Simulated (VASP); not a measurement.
Here is a VASP 6.6.1 calculation.

File POSCAR:

```
WS
1.0
    3.0078900000      0.0000000000      0.0000000000
    0.0000000000      3.0078900000      0.0000000000
    0.0000000000      0.0000000000      3.0078900000
W S
1 1
Direct
    0.5000000000      0.5000000000      0.5000000000
    0.0000000000      0.0000000000      0.0000000000
```

Contents of INCAR.step1:

```
SYSTEM = WS
PREC = Accurate
ENCUT = 520
EDIFF = 1E-5
ISMEAR = -1
SIGMA = 0.05
LREAL = .False.
LASPH = .True.
NELM = 80
ALGO = Normal
ISIF = 2
LWAVE = .True.
LCHARG = .False.
NBANDS = 17
GGA = PE
```

Contents of INCAR.step2:

```
SYSTEM = WS
PREC = Accurate
ENCUT = 520
EDIFF = 1E-7
ISMEAR = -1
SIGMA = 0.05
LREAL = .False.
LASPH = .True.
NELM = 80
ALGO = Normal
ISIF = 2
LWAVE = .False.
LCHARG = .False.
GGA = PE
LHFCALC = .True.
AEXX = 0.25
HFSCREEN = 0.3
PRECFOCK = Normal
NBANDS = 17
ISTART = 1
```

KPOINTS

```
regular mesh
0
Gamma
  5 5 5
  0 0 0
```

Potentials or basis: VASP PAW PBE potentials, release 64 (W_sv, S).

Run with:

```sh
$ cat potpaw_PBE.64/W_sv/POTCAR potpaw_PBE.64/S/POTCAR > POTCAR
$ cp INCAR.step1 INCAR
$ mpirun -np 1 vasp_std > vasp.out
$ cp INCAR.step2 INCAR
$ mpirun -np 1 vasp_std > vasp.out
```

What does it give for the band gap on the k mesh?

Zero (band 10 reaches 14.39 eV, above the bottom of band 11 at 12.19 eV).

What does it give for the pressure?

-7.6 GPa.

Caveat: the k points lie up to 0.42 Å⁻¹ apart; the PAW data sets were made with another functional, which shifts forces and pressure a little; spin-orbit coupling is left out, which moves the levels of the heavy elements.
